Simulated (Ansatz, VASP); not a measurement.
GaN: VASP beside Ansatz

```
Ga N
1.0
     0.00000    2.17254    2.17254
     2.17254    0.00000    2.17254
     2.17254    2.17254    0.00000
Ga N
1 1
Direct
  0.00000 0.00000 0.00000
  0.50000 0.50000 0.50000
```

Alike in both runs: task single point; functional LDA; k mesh 8 × 8 × 8; occupations fermi-dirac, width 0.05 eV; no spin polarisation.

```csv
,VASP,Ansatz
version,VASP 6.6.1,Ansatz 0.2.0
potentials or method,"VASP PAW LDA potentials, release 64 (Ga_d, N), cutoff 600 eV","plane waves, PAW"
valence electrons in the cell,18,18
```

Ansatz gave:

```
pressure (GPa) : -21.6
```

Problem. Estimate VASP's values.

Solution. Pressure (GPa): -20.8.

LDA's correlation is that of Perdew and Zunger in VASP and of Perdew and Wang (1992) in Ansatz.
